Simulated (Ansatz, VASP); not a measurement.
## Ti20Si in VASP and in Ansatz

INCAR

```
PREC = Accurate
ENCUT = 520
EDIFF = 1E-6
ISMEAR = 0
SIGMA = 0.1
LREAL = Auto
LASPH = True
NELM = 100
ALGO = Normal
ISIF = 2
LWAVE = False
LCHARG = True
LDIPOL = True
IDIPOL = 3
DIPOL = 0.5 0.5 0.338
GGA = PE
IVDW = 12
LELF = True
LVHAR = True
LVACPOTAV = True
NBANDS = 138
```

Contents of KPOINTS:

```
Automatic mesh
0
Gamma
  6 6 1
```

File POSCAR:

```
Ti20Si
1.0
    5.7723543927      0.0000000000      0.0000000000
   -2.8861771964      4.9990055437      0.0000000000
    0.0000000000      0.0000000000     26.5136816007
Ti Si
20 1
Direct
    0.3333333333      0.1666666667      0.1508655064
    0.3333333333      0.6666666667      0.1508655064
    0.8333333333      0.1666666667      0.1508655064
    0.8333333333      0.6666666667      0.1508655064
    0.1666666667      0.3333333333      0.2371222810
    0.1666666667      0.8333333333      0.2371222810
    0.6666666667      0.3333333333      0.2371222810
    0.6666666667      0.8333333333      0.2371222810
    0.3333333333      0.1666666667      0.3246428138
    0.3333333333      0.6666666667      0.3246428138
    0.8333333333      0.1666666667      0.3246428138
    0.8333333333      0.6666666667      0.3246428138
    0.1666666667      0.3333333333      0.4130984878
    0.1666666667      0.8333333333      0.4130984878
    0.6666666667      0.3333333333      0.4130984878
    0.6666666667      0.8333333333      0.4130984878
    0.3333333333      0.1666666667      0.4946005537
    0.3333333333      0.6666666667      0.4946005537
    0.8333333333      0.1666666667      0.4946005537
    0.8333333333      0.6666666667      0.4946005537
    0.3333333333      0.1666666667      0.6115213211
```

Input for Ansatz:

```yaml
crystal:
  lattice:
    - [5.7723543929, 0.0, 0.0]
    - [-2.8861771965, 4.9990055439, 0.0]
    - [0.0, 0.0, 26.5136808743]
  atoms:
    - { symbol: Ti, position: [0.3333333333, 0.1666666667, 0.1508655105] }
    - { symbol: Ti, position: [0.3333333333, 0.6666666667, 0.1508655105] }
    - { symbol: Ti, position: [0.8333333333, 0.1666666667, 0.1508655105] }
    - { symbol: Ti, position: [0.8333333333, 0.6666666667, 0.1508655105] }
    - { symbol: Ti, position: [0.1666666667, 0.3333333333, 0.2371222875] }
    - { symbol: Ti, position: [0.1666666667, 0.8333333333, 0.2371222875] }
    - { symbol: Ti, position: [0.6666666667, 0.3333333333, 0.2371222875] }
    - { symbol: Ti, position: [0.6666666667, 0.8333333333, 0.2371222875] }
    - { symbol: Ti, position: [0.3333333333, 0.1666666667, 0.3246428107] }
    - { symbol: Ti, position: [0.3333333333, 0.6666666667, 0.3246428107] }
    - { symbol: Ti, position: [0.8333333333, 0.1666666667, 0.3246428107] }
    - { symbol: Ti, position: [0.8333333333, 0.6666666667, 0.3246428107] }
    - { symbol: Ti, position: [0.1666666667, 0.3333333333, 0.4130984707] }
    - { symbol: Ti, position: [0.1666666667, 0.8333333333, 0.4130984707] }
    - { symbol: Ti, position: [0.6666666667, 0.3333333333, 0.4130984707] }
    - { symbol: Ti, position: [0.6666666667, 0.8333333333, 0.4130984707] }
    - { symbol: Ti, position: [0.3333333333, 0.1666666667, 0.4946005399] }
    - { symbol: Ti, position: [0.3333333333, 0.6666666667, 0.4946005399] }
    - { symbol: Ti, position: [0.8333333333, 0.1666666667, 0.4946005399] }
    - { symbol: Ti, position: [0.8333333333, 0.6666666667, 0.4946005399] }
    - { symbol: Si, position: [0.3333333333, 0.1666666667, 0.6115213105] }
basis:
  ecutwfc: 420
kpoints:
  mp_grid: { grid: [6, 6, 1] }
hamiltonian:
  xc: pbe
  pseudopotentials: { kind: paw, azcp: { folder: soft_1 } }
  dispersion: d3bj
scf:
  occupations: { method: gaussian, width: 0.1 }
output:
  forces: true
  eigenvalues: true
efield:
  axis: 3
  dipole_correction: true
  ramp_width: 0.04
```

Alike in both runs: task single point; functional PBE; dispersion D3(BJ); k mesh 6 × 6 × 1; occupations gaussian, width 0.1 eV; no spin polarisation.

|  | VASP | Ansatz |
| --- | --- | --- |
| version | VASP 6.6.1 | Ansatz 0.2.0 |
| potentials or method | VASP PAW PBE potentials, release 64 (Ti_sv, Si), cutoff 520 eV | scalar-relativistic, plane waves, PAW |
| valence electrons in the cell | 244 | 244 |

Ansatz gave:

- gap on the k mesh at the Fermi level (eV): none
- rms of the force components (eV/Å): 0.432
- work function, face that differs most (eV): 4.57

Problem. What did VASP give for the same quantities?

Solution. gap on the k mesh at the Fermi level (eV): none; rms of the force components (eV/Å): 0.433; work function, face that differs most (eV): 4.57.

Atom by atom the forces differ by 0.005 eV/Å (rms over components). A gap of «none» marks a metal or a gap that the smearing closes. Ansatz's warnings: vacuum below fermi.
